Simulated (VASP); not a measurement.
Here is a VASP 6.6.1 calculation.

Contents of INCAR:

```
SYSTEM = Cr
PREC = Accurate
ENCUT = 600
EDIFF = 1E-6
ISMEAR = 0
SIGMA = 0.1
LREAL = .FALSE.
LASPH = .TRUE.
NELM = 80
ALGO = Fast
ISIF = 4
LWAVE = .FALSE.
LCHARG = .FALSE.
GGA = PS
IBRION = 2
NSW = 50
EDIFFG = -0.01
```

KPOINTS

```
regular mesh
0
G
  18 18 10
  0 0 0
```

The input POSCAR:

```
Cr
1.0
    2.3589295900      0.0000000000      0.0000000000
   -1.1794647950      2.0428929507      0.0000000000
    0.0000000000      0.0000000000      4.1937781084
Cr
2
Direct
    0.3333333333      0.6666666667      0.2500000000
    0.6666666667      0.3333333333      0.7500000000
```

Potentials or basis: VASP PAW PBE potentials, release 64 (Cr_pv).

Command:

```sh
$ cat potpaw_PBE.64/Cr_pv/POTCAR > POTCAR
$ mpirun -np 1 vasp_std > vasp.out
```

Q: What does it give for the band gap on the k mesh?

A: Zero (bands 12 and 13 overlap by 1.60 eV).

Step by step:
```csv
step,energy change (eV),largest force (eV/Å),pressure (GPa),volume (Å³)
1,0.0000,0.0000,42.37,20.21
2,-0.0001,0.0000,42.26,20.21
3,-0.0001,0.0000,42.23,20.21
```

Caveat: the PAW data sets were made with another functional, which shifts forces and pressure a little; the run has no spin polarisation, though such a crystal can be magnetic. Spin polarisation is off, so any magnetic state and its effect on volume and gap are missing.
